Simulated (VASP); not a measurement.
# AlN: single point with PBE

Crystal: AlN.

```xyz
2
Lattice="-0.0776 1.9120 1.9120 1.9120 -0.0776 1.9120 1.9120 1.9120 -0.0776" Properties=species:S:1:pos:R:3 pbc="T T T"
Al    1.8732    1.8732    1.8732
N     0.0000    0.0000    0.0000
```

```
Program             : VASP 6.6.1
Task                : single point
Functional          : PBE
Potentials or basis : VASP PAW PBE potentials, release 64 (Al, N)
Cutoff              : 520 eV
k mesh              : 10 × 10 × 10
Occupations         : gaussian, width 0.05 eV
Spin                : no spin polarisation
```

```yaml
Pressure: 41.6 GPa
Band_gap_on_the_k_mesh: 4.09 eV, indirect (least direct gap 6.57 eV)
```

Stress tensor (GPa, compression positive):
```
41.60 13.59 13.59
13.59 41.60 13.59
13.59 13.59 41.60
```

Levels at points of the mesh, in eV from the valence-band top:
```csv
k point,band 2,band 3,band 4,band 5,band 6,band 7
"(0.00, 0.00, 0.00)",-0.84,-0.84,0.00,6.57,11.28,11.28
"(0.50, 0.00, 0.00)",-9.73,-1.96,-1.40,6.47,11.30,12.27
"(0.50, 0.50, 0.00)",-8.69,-4.10,-3.17,4.09,5.60,14.64
"(0.50, 0.50, 0.50)",-9.15,-2.30,-2.30,5.40,10.34,10.34
```

It took 26 s on 1 thread of Intel Xeon 8259CL, with other jobs on the host, peak memory 0.13 GiB.

A k mesh can miss the band edges. As with any semilocal functional, this PBE gap is likely too small.
